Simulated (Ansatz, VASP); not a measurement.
# AlN: VASP beside Ansatz

```
Al N
1.0
     3.25909    0.00000    0.00000
    -1.62954    2.82245    0.00000
     0.00000    0.00000    4.09517
Al N
2 2
Direct
  0.33333 0.66667 0.25000
  0.66667 0.33333 0.75000
  0.66667 0.33333 0.25000
  0.33333 0.66667 0.75000
```

Alike in both runs: task single point; functional r2SCAN; k mesh 9 × 9 × 6; no spin polarisation.

|  | VASP | Ansatz |
| --- | --- | --- |
| version | VASP 6.6.1 | Ansatz 0.2.0 |
| potentials or method | VASP PAW PBE potentials, release 64 (Al, N) | plane waves, PAW |
| plane-wave cutoff (eV) | 520 | 500 |
| occupations | gaussian, width 0.01 eV | fixed |
| valence electrons in the cell | 16 | 16 |

```tsv
	VASP	Ansatz	Ansatz less VASP
gap on the k mesh at the Fermi level (eV)	4.30	4.27	-0.033
pressure (GPa)	6.8	7.3	+0.57
traceless stress, the component that is largest in VASP (GPa)	-1.08	-0.83	+0.247
```

VASP's potentials were made for PBE, not for r2SCAN.
